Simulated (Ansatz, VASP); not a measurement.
## BP in VASP and in Ansatz

```
B P
1.0
     0.00000    2.24538    2.24538
     2.24538    0.00000    2.24538
     2.24538    2.24538    0.00000
B P
1 1
Direct
  0.00000 0.00000 0.00000
  0.25000 0.25000 0.25000
```

Alike in both runs: task single point; functional LDA; k mesh 10 × 10 × 10; occupations gaussian, width 0.02 eV; no spin polarisation.

|  | VASP | Ansatz |
| --- | --- | --- |
| version | VASP 6.6.1 | Ansatz 0.2.0 |
| potentials or method | VASP PAW LDA potentials, release 64 (B, P), cutoff 500 eV | scalar-relativistic, plane waves, PAW |
| valence electrons in the cell | 8 | 8 |

|  | VASP | Ansatz | Ansatz less VASP |
| --- | --- | --- | --- |
| gap on the k mesh at the Fermi level (eV) | 1.15 | 1.15 | -0.001 |
| least direct gap on the mesh (eV) | 3.43 | 3.43 | -0.003 |
| pressure (GPa) | -0.1 | 0.0 | +0.12 |

Ansatz warns that its potentials were made for another functional, while VASP's fit it. LDA's correlation is that of Perdew and Zunger in VASP and of Perdew and Wang (1992) in Ansatz.
